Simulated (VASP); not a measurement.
The system is VO2.

```
CELL_PARAMETERS angstrom
4.58021 0.00000 0.00000
0.00000 4.58021 0.00000
0.00000 0.00000 2.95354
ATOMIC_POSITIONS crystal
O 0.30530 0.30530 0.00000
O 0.19470 0.80530 0.50000
O 0.69470 0.69470 0.00000
O 0.80530 0.19470 0.50000
V 0.00000 0.00000 0.00000
V 0.50000 0.50000 0.50000
```

Base run:

- Program: VASP 6.6.1
- Functional: PBEsol
- Potentials or basis: VASP PAW PBE potentials, release 64 (O, V_sv)
- Cutoff: 600 eV
- k mesh: 5 × 5 × 8
- Occupations: fermi-dirac, width 0.1098 eV
- Spin: collinear spin, ferromagnetic start
- Starting moments: [0.0, 0.0, 0.0, 0.0, 2.0, 2.0] μB

Its results: band gap on the k mesh zero (filled and empty bands overlap); pressure -14.7 GPa; net moment 1.99 μB per cell; site moments O -0.06; V +1.06 μB; largest force 0.165 eV/Å.

Q: The run is repeated on the same cell with these changes: spin from collinear spin, ferromagnetic start to collinear spin, antiferromagnetic start; moments at the start from [0.0, 0.0, 0.0, 0.0, 2.0, 2.0] to [0.0, 0.0, 0.0, 0.0, -2.0, 2.0]. What comes out?

A: Band gap on the k mesh zero (filled and empty bands overlap); pressure -15.5 GPa; net moment 0.00 μB per cell; site moments O -0.01, +0.01 (each value once); V -0.61, +0.61 μB; largest force 0.098 eV/Å.

Caveats: the PAW data sets were made with another functional, which shifts forces and pressure a little; semilocal functionals often make such compounds metallic where correlation or magnetic order opens a gap, which also shifts bond lengths; the stress differs along the axes, from -21 to -11 GPa (at least some runs); the stress differs along the axes, from -24 to -11 GPa (at least some runs).
